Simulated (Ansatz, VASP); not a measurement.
**Ti in VASP and in Ansatz**

The input INCAR:

```
ALGO = Fast
EDIFF = 1E-7
EDIFFG = -0.01
ENCUT = 600
GGA = PE
IBRION = 2
ISIF = 3
ISMEAR = -1
IVDW = 12
LASPH = T
LCHARG = F
LREAL = F
LWAVE = F
NELM = 80
NSW = 60
PREC = Accurate
SIGMA = 0.05
```

File KPOINTS:

```
k-points
0
Gamma
  10 10 6
```

POSCAR

```
Ti
1.0
    2.9500000000      0.0000000000      0.0000000000
   -1.4750000000      2.5547749412      0.0000000000
    0.0000000000      0.0000000000      4.6800000000
Ti
2
Direct
    0.6666666667      0.3333333333      0.7500000000
    0.3333333333      0.6666666667      0.2500000000
```

The input input.yaml:

```yaml
crystal:
  lattice:
    - [2.95, 0.0, 0.0]
    - [-1.475, 2.5547749412, 0.0]
    - [0.0, 0.0, 4.68]
  atoms:
    - { symbol: Ti, position: [0.6666666667, 0.3333333333, 0.75] }
    - { symbol: Ti, position: [0.3333333333, 0.6666666667, 0.25] }
hamiltonian:
  xc: pbe
  pseudopotentials: { kind: paw }
  dispersion: d3bj
kpoints:
  mp_grid: { grid: [10, 10, 6] }
scf:
  occupations: { method: fermi_dirac, width: 0.05 }
output:
  forces: true
  stress: true
  eigenvalues: true
relax:
  f_tol: 0.01
  max_steps: 40
  cell: { stress_tol: 0.05 }
```

Alike in both runs: task relaxation of cell and atoms; functional PBE; dispersion D3(BJ); k mesh 10 × 10 × 6; occupations fermi-dirac, width 0.05 eV; no spin polarisation.

```csv
,VASP,Ansatz
version,VASP 6.6.1,Ansatz 0.2.0
potentials or method,"VASP PAW PBE potentials, release 64 (Ti_sv)",Ansatz PAW
plane-wave cutoff (eV),600,420
valence electrons in the cell,24,24
```

Ansatz gave:

- gap on the k mesh at the Fermi level, each at its own relaxed structure (eV): none
- relaxed volume (Å³/atom): 16.50
- relaxed cell length with the largest relative difference (Å): 2.890

Task: Estimate VASP's values.

Result: gap on the k mesh at the Fermi level, each at its own relaxed structure (eV): none; relaxed volume (Å³/atom): 16.45; relaxed cell length with the largest relative difference (Å): 2.887.

A gap of «none» marks a metal or a gap that the smearing closes.

Noted on Ansatz's run: the plane-wave basis is chosen anew once the cell has moved, so the energies of steps on either side of that aren't comparable.
